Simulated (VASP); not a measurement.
# AlNi3 (Fm-3m) in VASP: notebook, part 2 of 2

VASP 6.6.1. Earlier steps stand in the parts before.

## 4. Single point, PBE

INCAR reads:

```
SYSTEM = AlNi3
PREC     = Accurate       ! precision mode
ENCUT    = 520            ! plane-wave cutoff, eV
EDIFF    = 1E-7           ! SCF threshold, eV
ISMEAR   = 1              ! smearing method
SIGMA    = 0.5            ! smearing width, eV
LREAL    = .FALSE.        ! projectors in reciprocal space
LASPH    = .TRUE.         ! aspherical terms in the spheres
NELM     = 60             ! most SCF steps
ALGO     = Normal         ! electronic algorithm
ISIF     = 2              ! what is computed and relaxed
LWAVE    = .FALSE.        ! write WAVECAR
LCHARG   = .TRUE.         ! write CHGCAR
GGA      = PE             ! functional
LELF     = .TRUE.         ! ELF
LVHAR    = .TRUE.       
NBANDS   = 24             ! bands
```

KPOINTS reads:

```
regular mesh
0
G
  14 14 14
  0 0 0
```

POSCAR reads:

```
AlNi3
1.0
    0.0000000000      2.8018887551      2.8018887551
    2.8018887551      0.0000000000      2.8018887551
    2.8018887551      2.8018887551      0.0000000000
Al Ni
1 3
Direct
    0.5000000000      0.5000000000      0.5000000000
    0.2500000000      0.2500000000      0.2500000000
    0.0000000000      0.0000000000      0.0000000000
    0.7500000000      0.7500000000      0.7500000000
```

Potentials or basis: VASP PAW PBE potentials, release 64 (Al, Ni).

Launch:

```sh
$ cat potpaw_PBE.64/Al/POTCAR potpaw_PBE.64/Ni/POTCAR > POTCAR
$ mpirun -np 1 vasp_std > vasp.out
```

OUTCAR:

```text
SYSTEM = AlNi3
   PREC = Accurate
   ENCUT = 520
   EDIFF = 1E-7
   ISMEAR = 1
   LREAL = .FALSE.
   LASPH = .TRUE.
   NELM = 60
   ISIF = 2
   GGA = PE

 ion  position               nearest neighbor table
   1  0.500  0.500  0.500-   2 2.43   4 2.43   2 2.43   2 2.43   4 2.43   2 2.43   4 2.43   4 2.43
                             3 2.80   3 2.80   3 2.80   3 2.80   3 2.80   3 2.80
   2  0.250  0.250  0.250-   3 2.43   1 2.43   3 2.43   1 2.43   3 2.43   3 2.43   1 2.43   1 2.43
                             4 2.80   4 2.80   4 2.80   4 2.80   4 2.80   4 2.80
   3  0.000  0.000  0.000-   4 2.43   2 2.43   4 2.43   2 2.43   4 2.43   4 2.43   2 2.43   2 2.43
                             1 2.80   1 2.80   1 2.80   1 2.80   1 2.80   1 2.80
   4  0.750  0.750  0.750-   1 2.43   3 2.43   1 2.43   1 2.43   3 2.43   1 2.43   3 2.43   3 2.43
                             2 2.80   2 2.80   2 2.80   2 2.80   2 2.80   2 2.80

  LATTYP: Found a face centered cubic cell.
 ALAT       =     5.6037775102

  Lattice vectors:

 A1 = (   0.0000000000,   2.8018887551,   2.8018887551)
 A2 = (   2.8018887551,   0.0000000000,   2.8018887551)
 A3 = (   2.8018887551,   2.8018887551,   0.0000000000)

Analysis of symmetry for initial positions (statically):
=====================================================================
 Subroutine PRICEL returns:
[... 175 lines left out ...]

 E-fermi :   9.9355     XC(G=0): -12.8135

 val. band max:        9.9354202730   @ k =  -0.4286   0.5000   0.0714
 cond. band min:       9.9540500910   @ k =  -0.3571   0.5000   0.1429
 fundamental gap:      0.0186298179
 Fermi energy:         9.9354606902

 k-point     1 :       0.0000    0.0000    0.0000
  band No.  band energies     occupation
      1      -0.2342      2.00000
      2       6.3632      2.00000
      3       6.3632      2.00000
      4       6.4823      2.00000
      5       6.4823      2.00000
      6       6.4823      2.00000
[... 637 lines left out ...]
     23      17.7001     -0.00000
     24      19.7257     -0.00000

 [... further k-points ...]
[... 5 lines left out ...]
  --------------------------------------------------------------------------------------
  -------------------------------------------------------------------------------------
  Total        1.8451984      1.8451984      1.8451984     -0.0000000     -0.0000000      0.0000000
  in kB       67.2002669     67.2002669     67.2002669     -0.0000000     -0.0000000      0.0000000
  external PRESSURE =      67.2002669 kB  Pullay stress =       0.0000000 kB

 VOLUME and BASIS-vectors are now :
 -----------------------------------------------------------------------------
  energy-cutoff  :      520.00
  volume of cell :       43.99
      direct lattice vectors                 reciprocal lattice vectors
     0.000000000  2.801888755  2.801888755    -0.178451053  0.178451053  0.178451053
     2.801888755  0.000000000  2.801888755     0.178451053 -0.178451053  0.178451053
     2.801888755  2.801888755  0.000000000     0.178451053  0.178451053 -0.178451053

 POSITION                                       TOTAL-FORCE (eV/Angst)
 -----------------------------------------------------------------------------------
      2.80189      2.80189      2.80189        -0.000000      0.000000      0.000000
      1.40094      1.40094      1.40094         0.000000      0.000000      0.000000
      0.00000      0.00000      0.00000        -0.000000      0.000000      0.000000
      4.20283      4.20283      4.20283        -0.000000     -0.000000     -0.000000
 -----------------------------------------------------------------------------------
    total drift:                                0.000000     -0.000000      0.000000

  FREE ENERGIE OF THE ION-ELECTRON SYSTEM (eV)
  ---------------------------------------------------
  free  energy   TOTEN  =       -21.5930041543 eV

  energy  without entropy=      -21.7112063011  energy(sigma->0) =      -21.63240487
```

OSZICAR:

```text
N       E                     dE             d eps       ncg     rms          rms(c)
DAV:   1     0.187834223533E+03    0.18783E+03   -0.14289E+04  5032   0.176E+03
DAV:   2    -0.160752042471E+02   -0.20391E+03   -0.19212E+03  5000   0.322E+02
DAV:   3    -0.249679597152E+02   -0.88928E+01   -0.84725E+01  6128   0.919E+01
DAV:   4    -0.251028018073E+02   -0.13484E+00   -0.13476E+00  6152   0.981E+00
DAV:   5    -0.251068428838E+02   -0.40411E-02   -0.40410E-02  6480   0.155E+00    0.182E+01
DAV:   6    -0.248740564982E+02    0.23279E+00   -0.34197E+01  5840   0.102E+02    0.164E+01
DAV:   7    -0.217290003888E+02    0.31451E+01   -0.10566E+01  5904   0.601E+01    0.520E+00
DAV:   8    -0.218891765887E+02   -0.16018E+00   -0.13520E+00  5656   0.345E+01    0.625E+00
DAV:   9    -0.216100230771E+02    0.27915E+00   -0.21541E-01  6680   0.184E+01    0.129E+00
DAV:  10    -0.215948698329E+02    0.15153E-01   -0.59079E-02  7824   0.554E+00    0.609E-01
DAV:  11    -0.215930112760E+02    0.18586E-02   -0.83296E-03  7064   0.225E+00    0.898E-02
DAV:  12    -0.215930124055E+02   -0.11295E-05   -0.50270E-04  5888   0.268E-01    0.408E-02
DAV:  13    -0.215930046282E+02    0.77773E-05   -0.25010E-05  6568   0.129E-01    0.109E-02
DAV:  14    -0.215930042512E+02    0.37708E-06   -0.29512E-06  7408   0.378E-02    0.538E-03
DAV:  15    -0.215930041543E+02    0.96863E-07   -0.34610E-07  5088   0.103E-02
   1 F= -.21593004E+02 E0= -.21632405E+02  d E =0.118202E+00
```

Wall time 87 s (1 thread of AMD EPYC 9R45 (Zen 5), shared host); peak memory 0.2 GiB.

What came out:

* Free energy: -21.5930 eV
* Pressure: 6.7 GPa
* Band gap on the k mesh: zero (an odd number of electrons rules out a gap without spin polarisation)

Caveat: the cell stands under pressure; so wide a smearing shifts energies and pressures.

## 5. Single point, PBE

INCAR reads:

```
  PREC = Accurate
  ENCUT = 520
  EDIFF = 1E-6
  ISMEAR = 1
  SIGMA = 0.02
  LREAL = F
  LASPH = T
  NELM = 60
  ALGO = Normal
  ISIF = 2
  LWAVE = F
  LCHARG = F
  GGA = PE
  NBANDS = 24
```

KPOINTS reads:

```
Automatic mesh
0
Gamma
  14 14 14
```

POSCAR is that of step 4.

Launch:

```sh
$ cat potpaw_PBE.64/Al/POTCAR potpaw_PBE.64/Ni/POTCAR > POTCAR
$ mpirun -np 1 vasp_std > vasp.out
```

Run time: 74 s. Hardware: 1 thread of AMD EPYC 9R45 (Zen 5), shared host; peak memory 0.2 GiB.

The run converged. Its results:

```yaml
Free_energy: -21.6556 eV
Pressure: 7.1 GPa
Band_gap_on_the_k_mesh: zero (an odd number of electrons rules out a gap without spin polarisation)
```

Levels at points of the mesh, in eV from the Fermi level:
```
           k point  band 14  band 15  band 16  band 17  band 18  band 19
(0.00, 0.00, 0.00)    -0.57    -0.54    -0.54     5.45     5.45     5.45
(0.50, 0.00, 0.00)    -0.66    -0.49    -0.49    -0.16     4.33     4.33
(0.50, 0.50, 0.00)    -0.76    -0.61    -0.39    -0.36    -0.36    -0.05
```

Caveat: the cell stands under pressure. Spin polarisation is off, so any magnetic state and its effect on volume and gap are missing.

## 6. Overview

| smearing | gap on the mesh (eV) | pressure (GPa) |
| --- | --- | --- |
| methfessel-paxton 0.05 eV | none | 7.1 |
| methfessel-paxton 0.3 eV | none | 6.9 |
| methfessel-paxton 0.5 eV | none | 6.7 |
| methfessel-paxton 0.02 eV | none | 7.1 |

Alike in all rows: task single point; level PBE; potentials or basis VASP PAW PBE potentials, release 64 (Al, Ni); no spin polarisation; cell as given; k mesh 14 × 14 × 14; cutoff (eV) 520.

Caveats: the cell stands under pressure; so wide a smearing shifts energies and pressures (at least some runs).

Absolute energies hang on the potentials; compare differences alone.

The gap in the log of VASP goes by the Fermi energy; the results here count the filled bands.